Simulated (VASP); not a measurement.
# CdTe (F-43m) in VASP: a series of runs

CdTe is run at these levels: PBEsol; tasks: single point.

All numbers are computed with VASP 6.6.1; they aren't measurements. Logs are shortened: lines on timing, memory, paths and dates and some standing lists are left out, and cuts for length are marked.

### 1 The cell of the first run

It takes space group F-43m (No. 216, cubic). Conventional cell: a = 6.225 Å, b = 6.225 Å, c = 6.225 Å, α = 90.00°, β = 90.00°, γ = 90.00°. Cd (site symmetry -43m) has 4 Te at 2.70 Å within 3.6 Å. Te (site symmetry -43m) has 4 Cd at 2.70 Å within 3.6 Å.

### 2 Single point, PBEsol

Input file INCAR:

```
ALGO     = Normal         # electronic algorithm
EDIFF    = 1E-6           # SCF threshold, eV
ENCUT    = 520            # plane-wave cutoff, eV
GGA      = PS             # functional
ISIF     = 2              # what is computed and relaxed
ISMEAR   = 0              # smearing method
LASPH    = T              # aspherical terms in the spheres
LCHARG   = F              # write CHGCAR
LREAL    = F              # projectors in reciprocal space
LWAVE    = F              # write WAVECAR
NBANDS   = 16             # bands
NELM     = 80             # most SCF steps
PREC     = Accurate       # precision mode
SIGMA    = 0.01           # smearing width, eV
```

Input file KPOINTS:

```
k-points
0
Gamma
  6 6 6
```

Input file POSCAR:

```
CdTe
1.0
    0.0000000000      3.1125938380      3.1125938380
    3.1125938380      0.0000000000      3.1125938380
    3.1125938380      3.1125938380      0.0000000000
Cd Te
1 1
Direct
    0.0000000000      0.0000000000      0.0000000000
    0.7500000000      0.7500000000      0.7500000000
```

Potentials or basis: VASP PAW PBE potentials, release 64 (Cd, Te).

Run with:

```bash
$ cat potpaw_PBE.64/Cd/POTCAR potpaw_PBE.64/Te/POTCAR > POTCAR
$ mpirun -np 1 vasp_std > vasp.out
```

OUTCAR:

```text
EDIFF = 1E-6
   ENCUT = 520
   GGA = PS
   ISIF = 2
   ISMEAR = 0
   LASPH = T
   LREAL = F
   NELM = 80
   PREC = Accurate

 ion  position               nearest neighbor table
   1  0.000  0.000  0.000-   2 2.70   2 2.70   2 2.70   2 2.70
   2  0.750  0.750  0.750-   1 2.70   1 2.70   1 2.70   1 2.70

  LATTYP: Found a face centered cubic cell.
 ALAT       =     6.2251876760

  Lattice vectors:

 A1 = (   0.0000000000,   3.1125938380,   3.1125938380)
 A2 = (   3.1125938380,   0.0000000000,   3.1125938380)
 A3 = (   3.1125938380,   3.1125938380,   0.0000000000)

Analysis of symmetry for initial positions (statically):
=====================================================================
 Subroutine PRICEL returns:
 Original cell was already a primitive cell.

 Routine SETGRP: Setting up the symmetry group for a
 face centered cubic supercell.

 Subroutine GETGRP returns: Found 24 space group operations
 (whereof 24 operations were pure point group operations)
 out of a pool of 48 trial point group operations.

The static configuration has the point symmetry T_d .

Analysis of symmetry for dynamics (positions and initial velocities):
=====================================================================
 Subroutine PRICEL returns:
 Original cell was already a primitive cell.

 Routine SETGRP: Setting up the symmetry group for a
 face centered cubic supercell.

 Subroutine GETGRP returns: Found 24 space group operations
 (whereof 24 operations were pure point group operations)
 out of a pool of 48 trial point group operations.

The dynamic configuration has the point symmetry T_d .

 Subroutine INISYM returns: Found 24 space group operations
 (whereof 24 operations are pure point group operations),
 and found     1 'primitive' translations

----------------------------------------------------------------------------------------

                                     Primitive cell

  volume of cell :      60.3111

  direct lattice vectors                    reciprocal lattice vectors
     0.000000000  3.112593838  3.112593838    -0.160637727  0.160637727  0.160637727
     3.112593838  0.000000000  3.112593838     0.160637727 -0.160637727  0.160637727
     3.112593838  3.112593838  0.000000000     0.160637727  0.160637727 -0.160637727

  length of vectors
     4.401872420  4.401872420  4.401872420     0.278232705  0.278232705  0.278232705

  position of ions in fractional coordinates (direct lattice)
     0.000000000  0.000000000  0.000000000
     0.750000000  0.750000000  0.750000000

  ion indices of the primitive-cell ions
   primitive index   ion index
                 1           1
                 2           2

----------------------------------------------------------------------------------------

 KPOINTS: k-points

Automatic generation of k-mesh.
 Grid dimensions read from file:
 generate k-points for:    6    6    6

 Generating k-lattice:

  Cartesian coordinates                     Fractional coordinates (reciprocal lattice)
    -0.026772955  0.026772955  0.026772955     0.166666667  0.000000000  0.000000000
     0.026772955 -0.026772955  0.026772955     0.000000000  0.166666667  0.000000000
     0.026772955  0.026772955 -0.026772955     0.000000000  0.000000000  0.166666667

  Length of vectors
     0.046372118  0.046372118  0.046372118

  Shift w.r.t. Gamma in fractional coordinates (k-lattice)
     0.000000000  0.000000000  0.000000000

 Subroutine IBZKPT returns following result:
 ===========================================

 Found     16 irreducible k-points:

 Following reciprocal coordinates:
            Coordinates               Weight
  0.000000  0.000000  0.000000      1.000000
  0.166667  0.000000  0.000000      8.000000
  0.333333  0.000000  0.000000      8.000000
  0.500000  0.000000  0.000000      4.000000
  0.166667  0.166667  0.000000      6.000000
  0.333333  0.166667  0.000000     24.000000
[... 8 lines left out ...]
 -0.333333  0.333333  0.166667     24.000000
 -0.333333  0.500000  0.166667     12.000000
   k-points           NKPTS =     16   k-points in BZ     NKDIM =     16   number of bands    NBANDS=     16
   number of dos      NEDOS =    301   number of ions     NIONS =      2
   total plane-waves  NPLWV =  46656
   dimension x,y,z NGX =    36 NGY =   36 NGZ =   36
   dimension x,y,z NGXF=    72 NGYF=   72 NGZF=   72
   ions per type =               1   1
   NGX,Y,Z   is equivalent  to a cutoff of  13.60, 13.60, 13.60 a.u.
   NGXF,Y,Z  is equivalent  to a cutoff of  27.19, 27.19, 27.19 a.u.
 SYSTEM =  unknown system
   PREC   = accura    normal or accurate (medium, high low for compatibility)
   ISTART =      0    job   : 0-new  1-cont  2-samecut
   ICHARG =      2    charge: 1-file 2-atom 10-const
   ISPIN  =      1    spin polarized calculation?
   LNONCOLLINEAR =      F non collinear calculations
   LSORBIT =      F    spin-orbit coupling
   LASPH  =      T    aspherical Exc in radial PAW
   ENCUT  =  520.0 eV  38.22 Ry    6.18 a.u.   8.18  8.18  8.18*2*pi/ulx,y,z
   NELM   =     80;   NELMIN=  2; NELMDL= -5     # of ELM steps
   EDIFF  = 0.1E-05   stopping-criterion for ELM
   LREAL  =      F    real-space projection
   EDIFFG = 0.1E-04   stopping-criterion for IOM
   NSW    =      0    number of steps for IOM
   IBRION =     -1    ionic relax: 0-MD 1-quasi-New 2-CG
   NFREE  =      0    steps in history (QN), initial steepest desc. (CG)
   ISIF   =      2    stress and relaxation
   ISYM   =      2    0-nonsym 1-usesym 2-fastsym
   POTIM  = 0.5000    time-step for ionic-motion
   TEBEG  =    0.0;   TEEND  =   0.0 temperature during run
   PSTRESS=    0.0 pullay stress
   NELECT =      18.0000    total number of electrons
   NUPDOWN=      -1.0000    fix difference up-down
   EMIN   =  10.00;   EMAX   =-10.00  energy-range for DOS
   EFERMI =   0.00;   METHOD = LEGACY
   ISMEAR =     0;   SIGMA  =   0.01  broadening in eV -4-tet -1-fermi 0-gaus
   EFERMI_NEDOS =   21; number of points for ismear=-14 and -15
   IALGO  =     38    algorithm
   IMIX   =      4    mixing-type and parameters
     AMIX     =   0.40;   BMIX     =  1.00
     AMIX_MAG =   1.60;   BMIX_MAG =  1.00
  volume/ion in A,a.u.               =      30.16       203.50
  Fermi-wavevector in a.u.,A,eV,Ry     =   1.094040  2.067436 16.285134  1.196924
  Thomas-Fermi vector in A             =   2.230337
   LORBIT       =      0    0 simple, 1 ext, 2 COOP (PROOUT), +10 PAW based schemes
   GGA     = PS    functional components
   LHFCALC =     F    Hartree Fock is set to
   AEXX    =    0.0000 exact exchange contribution
   IVDW    =     0    specifies the selected vdW correction
   LEPSILON=     F    determine dielectric tensor
   LRPA    =     F    only Hartree local field effects (RPA)
 non-spin polarized calculation
 Gauss-broadening in eV      SIGMA  =   0.01
  energy-cutoff  :      520.00
  volume of cell :       60.31
 maximum number of plane-waves:      1640
 NGX is ok and might be reduce to    36
   NGX = 17   NGY = 17   NGZ = 17

 number of electron      18.0000001 magnetization

 Free energy of the ion-electron system (eV)
  ---------------------------------------------------
  ext. energy  EPLUGINS =         0.00000000
  ---------------------------------------------------
  free energy    TOTEN  =        -5.31781387 eV

  energy without entropy =       -5.31781387  energy(sigma->0) =       -5.31781387

 E-fermi :   3.4931     XC(G=0):  -9.3265

 val. band max:        3.4054047299   @ k =   0.0000   0.0000   0.0000
 cond. band min:       4.4333266534   @ k =   0.0000   0.0000   0.0000
 fundamental gap:      1.0279219235
 Fermi energy:         3.4930838934

 k-point     1 :       0.0000    0.0000    0.0000
  band No.  band energies     occupation
      1      -8.5850      2.00000
      2      -5.3646      2.00000
      3      -5.3646      2.00000
      4      -5.3646      2.00000
      5      -4.9983      2.00000
      6      -4.9983      2.00000
[... 8 lines left out ...]
     15      12.9568      0.00000
     16      12.9568      0.00000

 k-point     2 :       0.1667    0.0000    0.0000
  band No.  band energies     occupation
      1      -8.4527      2.00000
      2      -5.3383      2.00000
      3      -5.3383      2.00000
      4      -5.2738      2.00000
      5      -5.0007      2.00000
      6      -5.0007      2.00000
[... 8 lines left out ...]
     15      11.8586      0.00000
     16      11.8586      0.00000

 k-point     3 :       0.3333    0.0000    0.0000
  band No.  band energies     occupation
      1      -8.1851      2.00000
      2      -5.2933      2.00000
      3      -5.2933      2.00000
      4      -4.9953      2.00000
      5      -4.9953      2.00000
      6      -4.9226      2.00000
[... 8 lines left out ...]
     15      12.3581      0.00000
     16      12.3581      0.00000

 k-point     4 :       0.5000    0.0000    0.0000
  band No.  band energies     occupation
      1      -8.0534      2.00000
      2      -5.2763      2.00000
      3      -5.2763      2.00000
      4      -4.9860      2.00000
      5      -4.9860      2.00000
      6      -4.5441      2.00000
[... 8 lines left out ...]
     15      13.9396      0.00000
     16      13.9396      0.00000
[... 172 lines left out ...]
 k-point    14 :       0.5000    0.3333    0.1667
  band No.  band energies     occupation
      1      -8.0160      2.00000
      2      -5.2300      2.00000
      3      -5.2231      2.00000
      4      -5.0680      2.00000
      5      -4.9823      2.00000
      6      -4.6242      2.00000
[... 8 lines left out ...]
     15      14.0043      0.00000
     16      15.1488      0.00000

 k-point    15 :      -0.3333    0.3333    0.1667
  band No.  band energies     occupation
      1      -7.9339      2.00000
      2      -5.2226      2.00000
      3      -5.1999      2.00000
      4      -5.0368      2.00000
      5      -4.9980      2.00000
      6      -4.3337      2.00000
[... 8 lines left out ...]
     15      14.1652      0.00000
     16      15.0217      0.00000

 k-point    16 :      -0.3333    0.5000    0.1667
  band No.  band energies     occupation
      1      -7.8939      2.00000
      2      -5.1920      2.00000
      3      -5.1735      2.00000
      4      -5.0702      2.00000
      5      -4.9835      2.00000
      6      -4.2623      2.00000
[... 8 lines left out ...]
     15      14.9423      0.00000
     16      15.1300      0.00000

------------------------ aborting loop because EDIFF is reached ----------------------------------------

  FORCE on cell =-STRESS in cart. coord.  units (eV):
  Direction    XX          YY          ZZ          XY          YZ          ZX
  --------------------------------------------------------------------------------------
  -------------------------------------------------------------------------------------
  Total        2.7260854      2.7260854      2.7260854      0.0000000     -0.0000000      0.0000000
  in kB       72.4190263     72.4190263     72.4190263      0.0000000     -0.0000000      0.0000000
  external PRESSURE =      72.4190263 kB  Pullay stress =       0.0000000 kB

 VOLUME and BASIS-vectors are now :
 -----------------------------------------------------------------------------
  energy-cutoff  :      520.00
  volume of cell :       60.31
      direct lattice vectors                 reciprocal lattice vectors
     0.000000000  3.112593838  3.112593838    -0.160637727  0.160637727  0.160637727
     3.112593838  0.000000000  3.112593838     0.160637727 -0.160637727  0.160637727
     3.112593838  3.112593838  0.000000000     0.160637727  0.160637727 -0.160637727

 POSITION                                       TOTAL-FORCE (eV/Angst)
 -----------------------------------------------------------------------------------
      0.00000      0.00000      0.00000         0.000000      0.000000     -0.000000
      4.66889      4.66889      4.66889        -0.000000     -0.000000      0.000000
 -----------------------------------------------------------------------------------
    total drift:                                0.000000      0.000000      0.000000

  FREE ENERGIE OF THE ION-ELECTRON SYSTEM (eV)
  ---------------------------------------------------
  free  energy   TOTEN  =        -5.3178138746 eV

  energy  without entropy=       -5.3178138746  energy(sigma->0) =       -5.31781387
```

It took 18 s on 1 thread of Intel Xeon 6975P-C (Granite Rapids), shared host; peak memory 0.19 GiB.

Results:

* Free energy: -5.3178 eV
* Pressure: 7.2 GPa
* Band gap on the k mesh: 1.03 eV, direct

Levels at points of the mesh, in eV from the valence-band top:
| k point | band 6 | band 7 | band 8 | band 9 | band 10 | band 11 | band 12 | band 13 |
| --- | --- | --- | --- | --- | --- | --- | --- | --- |
| (0.00, 0.00, 0.00) | -8.40 | 0.00 | 0.00 | 0.00 | 1.03 | 4.43 | 4.43 | 4.43 |
| (0.50, 0.00, 0.00) | -7.95 | -5.24 | -0.99 | -0.99 | 1.83 | 5.05 | 5.05 | 6.91 |
| (0.50, 0.50, 0.00) | -7.77 | -4.98 | -2.35 | -2.35 | 2.19 | 2.51 | 9.43 | 9.68 |

Caveat: the PAW data sets were made with another functional, which shifts forces and pressure a little; spin-orbit coupling is left out, which moves the levels of the heavy elements.

(Continued in part 2 of 2.)
